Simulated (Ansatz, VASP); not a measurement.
Two plane-wave programs on Sn

```xyz
1
Lattice="-1.6141 1.6142 2.1675 1.6141 -1.6142 2.1675 1.6141 1.6142 -2.1675" Properties=species:S:1:pos:R:3 pbc="T T T"
Sn    0.0000    0.0000    0.0000
```

Change from the starting cell: strain -0.080 along x and y, +0.000 along z, atoms carried along.

Alike in both runs: task single point; functional PBE; dispersion D3(BJ); k mesh 24 × 24 × 24; occupations gaussian, width 0.15 eV; no spin polarisation.

|  | VASP | Ansatz |
| --- | --- | --- |
| version | VASP 6.6.1 | Ansatz 0.2.0 |
| potentials or method | VASP PAW PBE potentials, release 64 (Sn_d), cutoff 520 eV | scalar-relativistic, plane waves, PAW |
| valence electrons in the cell | 14 | 14 |

Ansatz gave:

- gap on the k mesh at the Fermi level (eV): none
- pressure (GPa): 13.3
- traceless stress, the component that is largest in VASP (GPa): -0.29

Task: Estimate VASP's values.

Result: gap on the k mesh at the Fermi level (eV): none; pressure (GPa): 13.2; traceless stress, the component that is largest in VASP (GPa): -0.28.

A gap of «none» marks a metal or a gap that the smearing closes.
